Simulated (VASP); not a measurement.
# Rh (Cmcm) in VASP: further runs

Rh is run at these levels: r2SCAN; tasks: single point.

Everything below comes from runs of VASP 6.6.1. Logs are shortened: lines on timing, memory, paths and dates and some standing lists are left out, and cuts for length are marked.

## 1. The cell of the first run

The structure is orthorhombic, space group Cmcm (No. 63). Conventional cell: a = 2.458 Å, b = 4.730 Å, c = 4.428 Å, α = 90.00°, β = 90.00°, γ = 90.00°. Rh (site symmetry m2m) has 12 Rh at 2.46 to 2.72 Å within 3.2 Å.

## 2. Single point, r2SCAN (strain -0.1000 x Voigt [1, 0, 0, 0, 0, 0])

POSCAR

```
Rh
1.0
    2.4578811380      0.0000000000      0.0000000000
   -1.2289405690      2.3650972278      0.0000000000
    0.0000000000      0.0000000000      4.4284890000
Rh
2
Direct
    0.6666666667      0.3333333333      0.7500000000
    0.3333333333      0.6666666667      0.2500000000
```

INCAR.step1

```
PREC = Accurate
ENCUT = 520
ISMEAR = 0
SIGMA = 0.15
LREAL = False
LASPH = True
NELM = 80
NBANDS = 22
GGA = PE
ALGO = Normal
EDIFF = 1E-4
LWAVE = True
LCHARG = False
```

INCAR.step2

```
PREC = Accurate
ENCUT = 520
EDIFF = 1E-6
ISMEAR = 0
SIGMA = 0.15
LREAL = False
LASPH = True
NELM = 80
ALGO = Normal
ISIF = 2
LWAVE = False
LCHARG = False
METAGGA = R2SCAN
LMIXTAU = True
NBANDS = 22
ISTART = 1
```

KPOINTS

```
Automatic mesh
0
Gamma
  18 18 12
```

Potentials or basis: VASP PAW PBE potentials, release 64 (Rh_pv).

The run is started by

```console
cat potpaw_PBE.64/Rh_pv/POTCAR > POTCAR
cp INCAR.step1 INCAR
mpirun -np 1 vasp_std > vasp.out
cp INCAR.step2 INCAR
mpirun -np 1 vasp_std > vasp.out
```

OUTCAR:

```text
PREC = Accurate
   ENCUT = 520
   EDIFF = 1E-6
   ISMEAR = 0
   LREAL = False
   LASPH = True
   NELM = 80
   ISIF = 2
   METAGGA = R2SCAN
   ISTART = 1

 ion  position               nearest neighbor table
   1  0.667  0.333  0.750-   2 2.65   2 2.65   2 2.65   2 2.65   2 2.72   2 2.72
   2  0.333  0.667  0.250-   1 2.65   1 2.65   1 2.65   1 2.65   1 2.72   1 2.72

  LATTYP: Found a base centered orthorhombic cell.
 ALAT       =     2.4578811380
 B/A-ratio  =     1.9245008973
 C/A-ratio  =     1.8017506752

  Lattice vectors:

 A1 = (   1.2289405690,  -2.3650972278,   0.0000000000)
 A2 = (   1.2289405690,   2.3650972278,   0.0000000000)
 A3 = (   0.0000000000,   0.0000000000,   4.4284890000)

Analysis of symmetry for initial positions (statically):
=====================================================================
 Subroutine PRICEL returns:
 Original cell was already a primitive cell.

 Routine SETGRP: Setting up the symmetry group for a
 base centered orthorhombic supercell.

 Subroutine GETGRP returns: Found  8 space group operations
 (whereof  4 operations were pure point group operations)
 out of a pool of  8 trial point group operations.

The static configuration has the point symmetry C_2h.
 The point group associated with its full space group is D_2h.

Analysis of symmetry for dynamics (positions and initial velocities):
=====================================================================
 Subroutine PRICEL returns:
 Original cell was already a primitive cell.

 Routine SETGRP: Setting up the symmetry group for a
 base centered orthorhombic supercell.

 Subroutine GETGRP returns: Found  8 space group operations
 (whereof  4 operations were pure point group operations)
 out of a pool of  8 trial point group operations.

The dynamic configuration has the point symmetry C_2h.
 The point group associated with its full space group is D_2h.

 Subroutine INISYM returns: Found  8 space group operations
 (whereof  4 operations are pure point group operations),
 and found     1 'primitive' translations

----------------------------------------------------------------------------------------

                                     Primitive cell

  volume of cell :      25.7434

  direct lattice vectors                    reciprocal lattice vectors
     2.457881138  0.000000000  0.000000000     0.406854499  0.211407799  0.000000000
    -1.228940569  2.365097228  0.000000000     0.000000000  0.422815599  0.000000000
     0.000000000  0.000000000  4.428489000     0.000000000  0.000000000  0.225810655

  length of vectors
     2.457881138  2.665329214  4.428489000     0.458501735  0.422815599  0.225810655

  position of ions in fractional coordinates (direct lattice)
     0.666666667  0.333333333  0.750000000
     0.333333333  0.666666667  0.250000000

  ion indices of the primitive-cell ions
   primitive index   ion index
                 1           1
                 2           2

----------------------------------------------------------------------------------------

 KPOINTS: Automatic mesh

Automatic generation of k-mesh.
 Grid dimensions read from file:
 generate k-points for:   18   18   12

 Generating k-lattice:

  Cartesian coordinates                     Fractional coordinates (reciprocal lattice)
     0.022603028  0.011744878  0.000000000     0.055555556  0.000000000  0.000000000
     0.000000000  0.023489755  0.000000000     0.000000000  0.055555556  0.000000000
     0.000000000  0.000000000  0.018817555     0.000000000  0.000000000  0.083333333

  Length of vectors
     0.025472319  0.023489755  0.018817555

  Shift w.r.t. Gamma in fractional coordinates (k-lattice)
     0.000000000  0.000000000  0.000000000

 Subroutine IBZKPT returns following result:
 ===========================================

 Found    637 irreducible k-points:

 Following reciprocal coordinates:
            Coordinates               Weight
  0.000000  0.000000  0.000000      1.000000
  0.055556  0.000000  0.000000      4.000000
  0.111111  0.000000  0.000000      4.000000
  0.166667 -0.000000  0.000000      4.000000
  0.222222 -0.000000  0.000000      4.000000
  0.277778 -0.000000  0.000000      4.000000
[... 16 lines left out ...]
 -0.333333  0.055556  0.000000      4.000000
 -0.277778  0.055556  0.000000      4.000000
 [... further k-points ...]
   k-points           NKPTS =    637   k-points in BZ     NKDIM =    637   number of bands    NBANDS=     22
   number of dos      NEDOS =    301   number of ions     NIONS =      2
   total plane-waves  NPLWV =  12960
   dimension x,y,z NGX =    18 NGY =   20 NGZ =   36
   dimension x,y,z NGXF=    36 NGYF=   40 NGZF=   72
   ions per type =               2
   NGX,Y,Z   is equivalent  to a cutoff of  12.17, 12.47, 13.51 a.u.
   NGXF,Y,Z  is equivalent  to a cutoff of  24.35, 24.95, 27.03 a.u.
 SYSTEM =  unknown system
   PREC   = accura    normal or accurate (medium, high low for compatibility)
   ISTART =      1    job   : 0-new  1-cont  2-samecut
   ICHARG =      0    charge: 1-file 2-atom 10-const
   ISPIN  =      1    spin polarized calculation?
   LNONCOLLINEAR =      F non collinear calculations
   LSORBIT =      F    spin-orbit coupling
   LASPH  =      T    aspherical Exc in radial PAW
   ENCUT  =  520.0 eV  38.22 Ry    6.18 a.u.   4.57  4.96  8.23*2*pi/ulx,y,z
   NELM   =     80;   NELMIN=  2; NELMDL=  0     # of ELM steps
   EDIFF  = 0.1E-05   stopping-criterion for ELM
   LREAL  =      F    real-space projection
   EDIFFG = 0.1E-04   stopping-criterion for IOM
   NSW    =      0    number of steps for IOM
   IBRION =     -1    ionic relax: 0-MD 1-quasi-New 2-CG
   NFREE  =      0    steps in history (QN), initial steepest desc. (CG)
   ISIF   =      2    stress and relaxation
   ISYM   =      2    0-nonsym 1-usesym 2-fastsym
   POTIM  = 0.5000    time-step for ionic-motion
   TEBEG  =    0.0;   TEEND  =   0.0 temperature during run
   PSTRESS=    0.0 pullay stress
   NELECT =      30.0000    total number of electrons
   NUPDOWN=      -1.0000    fix difference up-down
   EMIN   =  10.00;   EMAX   =-10.00  energy-range for DOS
   EFERMI =   0.00;   METHOD = LEGACY
   ISMEAR =     0;   SIGMA  =   0.15  broadening in eV -4-tet -1-fermi 0-gaus
   EFERMI_NEDOS =   21; number of points for ismear=-14 and -15
   IALGO  =     38    algorithm
   IMIX   =      4    mixing-type and parameters
     AMIX     =   0.40;   BMIX     =  1.00
     AMIX_MAG =   1.60;   BMIX_MAG =  1.00
  volume/ion in A,a.u.               =      12.87        86.86
  Fermi-wavevector in a.u.,A,eV,Ry     =   1.722768  3.255559 40.381128  2.967929
  Thomas-Fermi vector in A             =   2.798770
   LORBIT       =      0    0 simple, 1 ext, 2 COOP (PROOUT), +10 PAW based schemes
   METAGGA = R2SCAN    functional components
   LHFCALC =     F    Hartree Fock is set to
   AEXX    =    0.0000 exact exchange contribution
   IVDW    =     0    specifies the selected vdW correction
   LEPSILON=     F    determine dielectric tensor
   LRPA    =     F    only Hartree local field effects (RPA)
 non-spin polarized calculation
 Gauss-broadening in eV      SIGMA  =   0.15
  energy-cutoff  :      520.00
  volume of cell :       25.74
 maximum number of plane-waves:       716
   NGX =  9   NGY =  9   NGZ = 17

 number of electron      30.0000004 magnetization

 Free energy of the ion-electron system (eV)
  ---------------------------------------------------
  ext. energy  EPLUGINS =         0.00000000
  ---------------------------------------------------
  free energy    TOTEN  =       -47.78858876 eV

  energy without entropy =      -47.75577343  energy(sigma->0) =      -47.77218109

 E-fermi :  13.0433     XC(G=0): -15.6861

 val. band max:       13.0396997263   @ k =   0.3889   0.2778   0.3333
 cond. band min:      13.0453922663   @ k =   0.3333   0.0556   0.4167
 fundamental gap:      0.0056925400
 Fermi energy:        13.0432886111

 k-point     1 :       0.0000    0.0000    0.0000
  band No.  band energies     occupation
      1     -35.7856      2.00000
      2     -35.0117      2.00000
      3     -34.9082      2.00000
      4     -34.9059      2.00000
      5     -34.8968      2.00000
      6     -34.7945      2.00000
[... 14 lines left out ...]
     21      30.3980      0.00000
     22      30.3982      0.00000

 k-point     2 :       0.0556    0.0000    0.0000
  band No.  band energies     occupation
      1     -35.7749      2.00000
      2     -35.0200      2.00000
      3     -34.9359      2.00000
      4     -34.9088      2.00000
      5     -34.9077      2.00000
      6     -34.8271      2.00000
[... 14 lines left out ...]
     21      30.3982      0.00000
     22      30.3988      0.00000

 k-point     3 :       0.1111    0.0000    0.0000
  band No.  band energies     occupation
      1     -35.7435      2.00000
      2     -35.0578      2.00000
      3     -35.0136      2.00000
      4     -34.9531      2.00000
      5     -34.9132      2.00000
      6     -34.8979      2.00000
[... 14 lines left out ...]
     21      30.3982      0.00000
     22      30.8476      0.00000

 k-point     4 :       0.1667   -0.0000    0.0000
  band No.  band energies     occupation
      1     -35.6937      2.00000
      2     -35.1888      2.00000
      3     -35.0926      2.00000
      4     -35.0575      2.00000
      5     -34.9331      2.00000
      6     -34.9234      2.00000
[... 14 lines left out ...]
     21      30.3978      0.00000
     22      31.3672      0.00000

 k-point     5 :       0.2222   -0.0000    0.0000
  band No.  band energies     occupation
      1     -35.6289      2.00000
      2     -35.3660      2.00000
      3     -35.2710      2.00000
      4     -35.0959      2.00000
      5     -34.9626      2.00000
      6     -34.9393      2.00000
[... 417 lines left out ...]
 k-point    22 :      -0.3889    0.0556    0.0000
  band No.  band energies     occupation
      1     -35.8414      2.00000
      2     -35.7563      2.00000
      3     -35.4221      2.00000
      4     -35.1705      2.00000
      5     -35.0311      2.00000
      6     -35.0135      2.00000
[... 14 lines left out ...]
     21      28.5883      0.00000
     22      29.2562      0.00000

 k-point    23 :      -0.3333    0.0556    0.0000
  band No.  band energies     occupation
      1     -35.6922      2.00000
      2     -35.6159      2.00000
      3     -35.5002      2.00000
      4     -35.1323      2.00000
      5     -35.0022      2.00000
      6     -34.9784      2.00000
[... 14 lines left out ...]
     21      29.9609      0.00000
     22      30.1795      0.00000

 k-point    24 :      -0.2778    0.0556    0.0000
  band No.  band energies     occupation
      1     -35.5780      2.00000
      2     -35.5141      2.00000
      3     -35.4426      2.00000
      4     -35.0925      2.00000
      5     -34.9723      2.00000
      6     -34.9507      2.00000
[... 14 lines left out ...]
     21      30.3978      0.00000
     22      30.3994      0.00000

 [... further k-points ...]
[... 5 lines left out ...]
  --------------------------------------------------------------------------------------
  -------------------------------------------------------------------------------------
  Total       10.0680454      1.6751142      1.9397211      0.0000000     -0.0000000      0.0000000
  in kB      626.5998711    104.2532376    120.7214425      0.0000000     -0.0000000      0.0000000
  external PRESSURE =     283.8581837 kB  Pullay stress =       0.0000000 kB

 VOLUME and BASIS-vectors are now :
 -----------------------------------------------------------------------------
  energy-cutoff  :      520.00
  volume of cell :       25.74
      direct lattice vectors                 reciprocal lattice vectors
     2.457881138  0.000000000  0.000000000     0.406854499  0.211407799  0.000000000
    -1.228940569  2.365097228  0.000000000     0.000000000  0.422815599  0.000000000
     0.000000000  0.000000000  4.428489000     0.000000000  0.000000000  0.225810655

 POSITION                                       TOTAL-FORCE (eV/Angst)
 -----------------------------------------------------------------------------------
      1.22894      0.78837      3.32137         0.000000     -0.290529      0.000000
     -0.00000      1.57673      1.10712        -0.000000      0.290529     -0.000000
 -----------------------------------------------------------------------------------
    total drift:                               -0.000000      0.000000     -0.000000

  FREE ENERGIE OF THE ION-ELECTRON SYSTEM (eV)
  ---------------------------------------------------
  free  energy   TOTEN  =       -47.7885887555 eV

  energy  without entropy=      -47.7557734260  energy(sigma->0) =      -47.77218109
```

Wall time 19 min (1 thread of Oxide Virtual Turin-like, shared host); peak memory 0.34 GiB.

Results:

* Free energy: -47.7886 eV
* Pressure: 28.4 GPa
* Largest force: 0.291 eV/Å
* Band gap on the k mesh: zero (band 15 reaches 14.14 eV, above the bottom of band 16 at 11.02 eV)

Forces in eV/Å, atoms in the order of the input:
```
Rh   0.000 -0.291  0.000
Rh   0.000  0.291  0.000
```

Stress tensor (GPa, compression positive):
```
62.66  0.00  0.00
 0.00 10.43  0.00
 0.00  0.00 12.07
```

Caveat: the cell differs from its parent crystal (strain -0.1000 x Voigt [1, 0, 0, 0, 0, 0]); the PAW data sets were made with another functional, which shifts forces and pressure a little.

## 3. Single point, r2SCAN (strain -0.0750 x Voigt [1, 0, 0, 0, 0, 0])

POSCAR

```
Rh
1.0
    2.5261556141      0.0000000000      0.0000000000
   -1.2630778070      2.3650972278      0.0000000000
    0.0000000000      0.0000000000      4.4284890000
Rh
2
Direct
    0.6666666667      0.3333333333      0.7500000000
    0.3333333333      0.6666666667      0.2500000000
```

INCAR.step1

```
PREC = Accurate
ENCUT = 520
ISMEAR = 0
SIGMA = 0.15
LREAL = F
LASPH = T
NELM = 80
NBANDS = 22
GGA = PE
ALGO = Normal
EDIFF = 1E-4
LWAVE = T
LCHARG = F
```

INCAR.step2

```
PREC = Accurate
ENCUT = 520
EDIFF = 1E-6
ISMEAR = 0
SIGMA = 0.15
LREAL = F
LASPH = T
NELM = 80
ALGO = Normal
ISIF = 2
LWAVE = F
LCHARG = T
METAGGA = R2SCAN
LMIXTAU = T
LELF = T
LVHAR = T
NBANDS = 22
ISTART = 1
```

KPOINTS

```
regular mesh
0
Gamma
  18 18 12
```

Potentials or basis: VASP PAW PBE potentials, release 64 (Rh_pv).

The run is started by

```console
cat potpaw_PBE.64/Rh_pv/POTCAR > POTCAR
cp INCAR.step1 INCAR
mpirun -np 1 vasp_std > vasp.out
cp INCAR.step2 INCAR
mpirun -np 1 vasp_std > vasp.out
```

Run time: 30 min. Hardware: 1 thread of Oxide Virtual Turin-like, shared host; peak memory 0.34 GiB.

It converged, with:

| Property | Result |
| --- | --- |
| Free energy | -48.0118 eV |
| Pressure | 16.0 GPa |
| Largest force | 0.194 eV/Å |
| Band gap on the k mesh | zero (band 15 reaches 13.48 eV, above the bottom of band 16 at 10.58 eV) |

Forces on the atoms (eV/Å):
```
Rh   0.000 -0.194  0.000
Rh   0.000  0.194  0.000
```

Stress tensor (GPa, compression positive):
```
38.11  0.00  0.00
 0.00  4.53  0.00
 0.00  0.00  5.25
```

Levels at points of the mesh, in eV from the Fermi level:
```
           k point  band 12  band 13  band 14  band 15  band 16  band 17  band 18  band 19
(0.00, 0.00, 0.00)    -2.56    -2.13    -1.96    -1.57     0.04     0.38     0.44     8.89
(0.50, 0.00, 0.00)    -2.31    -1.97     0.49     0.75     1.00     3.77     6.21    11.54
(0.00, 0.50, 0.00)    -2.77    -2.36     0.60     0.76     0.87     3.08     5.24    10.47
(0.00, 0.00, 0.50)    -3.65    -2.67    -2.67    -0.61    -0.61    -0.22    -0.22    15.30
(0.50, 0.00, 0.50)    -1.84    -0.25    -0.25     0.96     0.96     3.33     3.33    10.85
(0.00, 0.50, 0.50)    -1.27    -0.40    -0.40     0.77     0.77     2.55     2.55     9.60
```

Caveat: the cell differs from its parent crystal (strain -0.0750 x Voigt [1, 0, 0, 0, 0, 0]); the PAW data sets were made with another functional, which shifts forces and pressure a little.
